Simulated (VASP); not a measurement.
# Ta2C (P-3m1) in VASP: notebook

The runs below take Ta2C through single point, with PBEsol.

Everything below comes from runs of VASP 6.6.1. Logs are shortened: lines on timing, memory, paths and dates and some standing lists are left out, and cuts for length are marked.

## Step 1: The cell of the first run

It takes space group P-3m1 (No. 164, trigonal). Conventional cell: a = 3.268 Å, b = 3.268 Å, c = 4.416 Å, α = 90.00°, β = 90.00°, γ = 120.00°. Within 3.0 Å of Ta (site symmetry 3m) lie 3 C at 2.19 Å and 6 Ta at 2.88 to 2.92 Å. C (site symmetry -3m) has 6 Ta at 2.19 Å within 2.9 Å.

## Step 2: Single point, PBEsol

Input file INCAR:

```
SYSTEM = Ta2C
  PREC = Accurate
  ENCUT = 520
  EDIFF = 1E-6
  ISMEAR = 0
  SIGMA = 0.15
  LREAL = .False.
  LASPH = .True.
  NELM = 60
  ALGO = Normal
  ISIF = 2
  LWAVE = .False.
  LCHARG = .False.
  GGA = PS
  NBANDS = 20
```

Input file KPOINTS:

```
Automatic mesh
0
Gamma
  18 18 12
  0 0 0
```

Input file POSCAR:

```
Ta2C
1.0
    3.2676074008      0.0000000000      0.0000000000
   -1.6338037004      2.8298310186      0.0000000000
    0.0000000000      0.0000000000      4.4157695535
Ta C
2 1
Direct
    0.3333333333      0.6666666667      0.2528761935
    0.6666666667      0.3333333333      0.7471238065
    0.0000000000      0.0000000000      0.0000000000
```

Potentials or basis: VASP PAW PBE potentials, release 64 (Ta_pv, C).

Command:

```sh
cat potpaw_PBE.64/Ta_pv/POTCAR potpaw_PBE.64/C/POTCAR > POTCAR
mpirun -np 1 vasp_std > vasp.out
```

OUTCAR:

```text
SYSTEM = Ta2C
   PREC = Accurate
   ENCUT = 520
   EDIFF = 1E-6
   ISMEAR = 0
   LREAL = .False.
   LASPH = .True.
   NELM = 60
   ISIF = 2
   GGA = PS

 ion  position               nearest neighbor table
   1  0.333  0.667  0.253-   3 2.19   3 2.19   3 2.19   2 2.88   2 2.88   2 2.88   2 2.92   2 2.92
                             2 2.92
   2  0.667  0.333  0.747-   3 2.19   3 2.19   3 2.19   1 2.88   1 2.88   1 2.88   1 2.92   1 2.92
                             1 2.92
   3  0.000  0.000  0.000-   1 2.19   2 2.19   1 2.19   2 2.19   2 2.19   1 2.19

  LATTYP: Found a hexagonal cell.
 ALAT       =     3.2676074008
 C/A-ratio  =     1.3513770205

  Lattice vectors:

 A1 = (   3.2676074008,   0.0000000000,   0.0000000000)
 A2 = (  -1.6338037004,   2.8298310186,   0.0000000000)
 A3 = (   0.0000000000,   0.0000000000,   4.4157695535)

Analysis of symmetry for initial positions (statically):
=====================================================================
 Subroutine PRICEL returns:
 Original cell was already a primitive cell.

 Routine SETGRP: Setting up the symmetry group for a
 hexagonal supercell.

 Subroutine GETGRP returns: Found 12 space group operations
 (whereof 12 operations were pure point group operations)
 out of a pool of 24 trial point group operations.

The static configuration has the point symmetry D_3d.

Analysis of symmetry for dynamics (positions and initial velocities):
=====================================================================
 Subroutine PRICEL returns:
 Original cell was already a primitive cell.

 Routine SETGRP: Setting up the symmetry group for a
 hexagonal supercell.

 Subroutine GETGRP returns: Found 12 space group operations
 (whereof 12 operations were pure point group operations)
 out of a pool of 24 trial point group operations.

The dynamic configuration has the point symmetry D_3d.

 Subroutine INISYM returns: Found 12 space group operations
 (whereof 12 operations are pure point group operations),
 and found     1 'primitive' translations

----------------------------------------------------------------------------------------

                                     Primitive cell

  volume of cell :      40.8316

  direct lattice vectors                    reciprocal lattice vectors
     3.267607401  0.000000000  0.000000000     0.306034317  0.176688995  0.000000000
    -1.633803700  2.829831019  0.000000000     0.000000000  0.353377991  0.000000000
     0.000000000  0.000000000  4.415769553     0.000000000  0.000000000  0.226461093

  length of vectors
     3.267607401  3.267607401  4.415769553     0.353377991  0.353377991  0.226461093

  position of ions in fractional coordinates (direct lattice)
     0.333333333  0.666666667  0.252876194
     0.666666667  0.333333333  0.747123806
     0.000000000  0.000000000  0.000000000

  ion indices of the primitive-cell ions
   primitive index   ion index
                 1           1
                 2           2
                 3           3

----------------------------------------------------------------------------------------

 KPOINTS: Automatic mesh

Automatic generation of k-mesh.
 Grid dimensions read from file:
 generate k-points for:   18   18   12

 Generating k-lattice:

  Cartesian coordinates                     Fractional coordinates (reciprocal lattice)
     0.017001907  0.009816055  0.000000000     0.055555556 -0.000000000  0.000000000
     0.000000000  0.019632111  0.000000000     0.000000000  0.055555556  0.000000000
     0.000000000  0.000000000  0.018871758     0.000000000  0.000000000  0.083333333

  Length of vectors
     0.019632111  0.019632111  0.018871758

  Shift w.r.t. Gamma in fractional coordinates (k-lattice)
     0.000000000  0.000000000  0.000000000

 Subroutine IBZKPT returns following result:
 ===========================================

 Found    394 irreducible k-points:

 Following reciprocal coordinates:
            Coordinates               Weight
  0.000000  0.000000  0.000000      1.000000
  0.055556 -0.000000  0.000000      6.000000
  0.111111 -0.000000  0.000000      6.000000
  0.166667 -0.000000  0.000000      6.000000
  0.222222 -0.000000  0.000000      6.000000
  0.277778  0.000000  0.000000      6.000000
[... 16 lines left out ...]
  0.333333  0.111111  0.000000     12.000000
  0.388889  0.111111  0.000000     12.000000
 [... further k-points ...]
   k-points           NKPTS =    394   k-points in BZ     NKDIM =    394   number of bands    NBANDS=     20
   number of dos      NEDOS =    301   number of ions     NIONS =      3
   total plane-waves  NPLWV =  20736
   dimension x,y,z NGX =    24 NGY =   24 NGZ =   36
   dimension x,y,z NGXF=    48 NGYF=   48 NGZF=   72
   ions per type =               2   1
   NGX,Y,Z   is equivalent  to a cutoff of  12.21, 12.21, 13.55 a.u.
   NGXF,Y,Z  is equivalent  to a cutoff of  24.42, 24.42, 27.11 a.u.
 SYSTEM =  Ta2C
   PREC   = accura    normal or accurate (medium, high low for compatibility)
   ISTART =      0    job   : 0-new  1-cont  2-samecut
   ICHARG =      2    charge: 1-file 2-atom 10-const
   ISPIN  =      1    spin polarized calculation?
   LNONCOLLINEAR =      F non collinear calculations
   LSORBIT =      F    spin-orbit coupling
   LASPH  =      T    aspherical Exc in radial PAW
   ENCUT  =  520.0 eV  38.22 Ry    6.18 a.u.   6.08  6.08  8.21*2*pi/ulx,y,z
   NELM   =     60;   NELMIN=  2; NELMDL= -5     # of ELM steps
   EDIFF  = 0.1E-05   stopping-criterion for ELM
   LREAL  =      F    real-space projection
   EDIFFG = 0.1E-04   stopping-criterion for IOM
   NSW    =      0    number of steps for IOM
   IBRION =     -1    ionic relax: 0-MD 1-quasi-New 2-CG
   NFREE  =      0    steps in history (QN), initial steepest desc. (CG)
   ISIF   =      2    stress and relaxation
   ISYM   =      2    0-nonsym 1-usesym 2-fastsym
   POTIM  = 0.5000    time-step for ionic-motion
   TEBEG  =    0.0;   TEEND  =   0.0 temperature during run
   PSTRESS=    0.0 pullay stress
   NELECT =      26.0000    total number of electrons
   NUPDOWN=      -1.0000    fix difference up-down
   EMIN   =  10.00;   EMAX   =-10.00  energy-range for DOS
   EFERMI =   0.00;   METHOD = LEGACY
   ISMEAR =     0;   SIGMA  =   0.15  broadening in eV -4-tet -1-fermi 0-gaus
   EFERMI_NEDOS =   21; number of points for ismear=-14 and -15
   IALGO  =     38    algorithm
   IMIX   =      4    mixing-type and parameters
     AMIX     =   0.40;   BMIX     =  1.00
     AMIX_MAG =   1.60;   BMIX_MAG =  1.00
  volume/ion in A,a.u.               =      13.61        91.85
  Fermi-wavevector in a.u.,A,eV,Ry     =   1.408425  2.661537 26.989342  1.983661
  Thomas-Fermi vector in A             =   2.530584
   LORBIT       =      0    0 simple, 1 ext, 2 COOP (PROOUT), +10 PAW based schemes
   GGA     = PS    functional components
   LHFCALC =     F    Hartree Fock is set to
   AEXX    =    0.0000 exact exchange contribution
   IVDW    =     0    specifies the selected vdW correction
   LEPSILON=     F    determine dielectric tensor
   LRPA    =     F    only Hartree local field effects (RPA)
 non-spin polarized calculation
 Gauss-broadening in eV      SIGMA  =   0.15
  energy-cutoff  :      520.00
  volume of cell :       40.83
 maximum number of plane-waves:      1118
   NGX = 13   NGY = 13   NGZ = 17

 number of electron      25.9999998 magnetization

 Free energy of the ion-electron system (eV)
  ---------------------------------------------------
  ext. energy  EPLUGINS =         0.00000000
  ---------------------------------------------------
  free energy    TOTEN  =       -35.94209639 eV

  energy without entropy =      -35.92750972  energy(sigma->0) =      -35.93480306

 E-fermi :   6.2635     XC(G=0): -12.9325

 val. band max:        6.2613680892   @ k =   0.3889   0.0556   0.0833
 cond. band min:       6.2645853454   @ k =   0.3333  -0.0000   0.0833
 fundamental gap:      0.0032172562
 Fermi energy:         6.2634852386

 k-point     1 :       0.0000    0.0000    0.0000
  band No.  band energies     occupation
      1     -28.3270      2.00000
      2     -27.7241      2.00000
      3     -27.7241      2.00000
      4     -27.4680      2.00000
      5     -27.4680      2.00000
      6     -27.1546      2.00000
[... 12 lines left out ...]
     19       9.3484      0.00000
     20      14.4145      0.00000

 k-point     2 :       0.0556   -0.0000    0.0000
  band No.  band energies     occupation
      1     -28.3180      2.00000
      2     -27.7354      2.00000
      3     -27.7304      2.00000
      4     -27.4802      2.00000
      5     -27.4670      2.00000
      6     -27.1613      2.00000
[... 12 lines left out ...]
     19       9.7310      0.00000
     20      14.4934      0.00000

 k-point     3 :       0.1111   -0.0000    0.0000
  band No.  band energies     occupation
      1     -28.2915      2.00000
      2     -27.7681      2.00000
      3     -27.7481      2.00000
      4     -27.5149      2.00000
      5     -27.4645      2.00000
      6     -27.1811      2.00000
[... 12 lines left out ...]
     19      10.5415      0.00000
     20      14.5894      0.00000

 k-point     4 :       0.1667   -0.0000    0.0000
  band No.  band energies     occupation
      1     -28.2487      2.00000
      2     -27.8187      2.00000
      3     -27.7738      2.00000
      4     -27.5666      2.00000
      5     -27.4621      2.00000
      6     -27.2137      2.00000
[... 12 lines left out ...]
     19      11.4646      0.00000
     20      14.4101      0.00000

 k-point     5 :       0.2222   -0.0000    0.0000
  band No.  band energies     occupation
      1     -28.1920      2.00000
      2     -27.8814      2.00000
      3     -27.8036      2.00000
      4     -27.6278      2.00000
      5     -27.4607      2.00000
      6     -27.2580      2.00000
[... 12 lines left out ...]
     19      12.3541      0.00000
     20      14.0466      0.00000
[... 353 lines left out ...]
      6     -27.3305      2.00000
[... 12 lines left out ...]
     19      12.9570      0.00000
     20      13.5877      0.00000

 k-point    22 :       0.2778    0.1111    0.0000
  band No.  band energies     occupation
      1     -28.0379      2.00000
      2     -28.0064      2.00000
      3     -27.8956      2.00000
      4     -27.7247      2.00000
      5     -27.4884      2.00000
      6     -27.3914      2.00000
[... 12 lines left out ...]
     19      12.4401      0.00000
     20      13.3969      0.00000

 k-point    23 :       0.3333    0.1111    0.0000
  band No.  band energies     occupation
      1     -28.0715      2.00000
      2     -27.9541      2.00000
      3     -27.9038      2.00000
      4     -27.7723      2.00000
      5     -27.4925      2.00000
      6     -27.4540      2.00000
[... 12 lines left out ...]
     19      11.8344      0.00000
     20      13.2809      0.00000

 k-point    24 :       0.3889    0.1111    0.0000
  band No.  band energies     occupation
      1     -28.1055      2.00000
      2     -27.9032      2.00000
      3     -27.8952      2.00000
      4     -27.8090      2.00000
      5     -27.5079      2.00000
      6     -27.4946      2.00000
[... 12 lines left out ...]
     19      11.9402      0.00000
     20      13.0842      0.00000

 [... further k-points ...]
[... 5 lines left out ...]
  --------------------------------------------------------------------------------------
  -------------------------------------------------------------------------------------
  Total       -3.4297907     -3.4297907      9.5438189      0.0000000      0.0000000      0.0000000
  in kB     -134.5802805   -134.5802805    374.4863534      0.0000000      0.0000000      0.0000000
  external PRESSURE =      35.1085975 kB  Pullay stress =       0.0000000 kB

 VOLUME and BASIS-vectors are now :
 -----------------------------------------------------------------------------
  energy-cutoff  :      520.00
  volume of cell :       40.83
      direct lattice vectors                 reciprocal lattice vectors
     3.267607401  0.000000000  0.000000000     0.306034317  0.176688995  0.000000000
    -1.633803700  2.829831019  0.000000000     0.000000000  0.353377991  0.000000000
     0.000000000  0.000000000  4.415769553     0.000000000  0.000000000  0.226461093

 POSITION                                       TOTAL-FORCE (eV/Angst)
 -----------------------------------------------------------------------------------
     -0.00000      1.88655      1.11664         0.000000      0.000000     -0.237661
      1.63380      0.94328      3.29913        -0.000000     -0.000000      0.237661
      0.00000      0.00000      0.00000        -0.000000      0.000000      0.000000
 -----------------------------------------------------------------------------------
    total drift:                                0.000000     -0.000000      0.000000

  FREE ENERGIE OF THE ION-ELECTRON SYSTEM (eV)
  ---------------------------------------------------
  free  energy   TOTEN  =       -35.9420963945 eV

  energy  without entropy=      -35.9275097189  energy(sigma->0) =      -35.93480306
```

Run time: 3.4 min. Hardware: 1 thread of Intel Xeon Platinum 8259CL at 2.50GHz (Skylake/Cascade Lake), shared host; peak memory 0.39 GiB.

What came out:

| Property | Result |
| --- | --- |
| Free energy | -35.9421 eV |
| Pressure | 3.5 GPa |
| Largest force | 0.238 eV/Å |
| Band gap on the k mesh | zero (bands 13 and 14 overlap by 0.79 eV) |

Forces on the atoms (eV/Å):
```
Ta   0.000  0.000 -0.238
Ta   0.000  0.000  0.238
C    0.000  0.000  0.000
```

Caveat: the stress differs along the axes, from -13 to 37 GPa; the PAW data sets were made with another functional, which shifts forces and pressure a little; spin-orbit coupling is left out, which moves the levels of the heavy elements.

(Part 1 of 3 ends here.)

The gap in the log of VASP goes by the Fermi energy; the results here count the filled bands.